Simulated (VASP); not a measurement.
Write the native input for VASP 6.6.1 that does the following.

```yaml
Task: single point
Functional: LDA
Potentials_or_basis: VASP PAW LDA potentials, release 64 (Ge_d)
Cutoff: 500 eV
k_mesh: 21 × 21 × 21
Occupations: fermi-dirac, width 0.1 eV
Spin: no spin polarisation
Dipole_correction: no
Further_INCAR_settings: ALGO = Normal; EDIFF = 1e-06; NBANDS = 13
```

The structure of Ge lies in POSCAR:

```
Ge
1.0
   -1.2414221446      1.2414221446      1.2414221446
    1.2414221446     -1.2414221446      1.2414221446
    1.2414221446      1.2414221446     -1.2414221446
Ge
1
Direct
    0.0000000000      0.0000000000      0.0000000000
```

This cell differs from its parent crystal: volume scaled by 0.428, to set the pressure.

The input as run:

INCAR

```
SYSTEM = Ge
PREC = Accurate
ENCUT = 500
EDIFF = 1E-6
ISMEAR = -1
SIGMA = 0.1
LREAL = .False.
LASPH = .True.
NELM = 120
ALGO = Normal
ISIF = 2
LWAVE = .False.
LCHARG = .True.
GGA = CA
LELF = .True.
LVHAR = .True.
NBANDS = 13
GGA_COMPAT = .False.
```

KPOINTS

```
regular mesh
0
Gamma
  21 21 21
  0 0 0
```

Potentials or basis: VASP PAW LDA potentials, release 64 (Ge_d).

Run with:

```bash
$ cat potpaw_LDA.64/Ge_d/POTCAR > POTCAR
$ mpirun -np 1 vasp_std > vasp.out
```

Results of the run:

```json
{
  "Pressure": "463.5 GPa",
  "Band gap on the k mesh": "zero (band 7 reaches 43.06 eV, above the bottom of band 8 at 16.25 eV)"
}
```

Caveat: the cell differs from its parent crystal (volume scaled by 0.428, to set the pressure).

Run time: 11 s on 1 thread of Intel Xeon 6975P-C (shared host), peak memory 0.13 GiB.
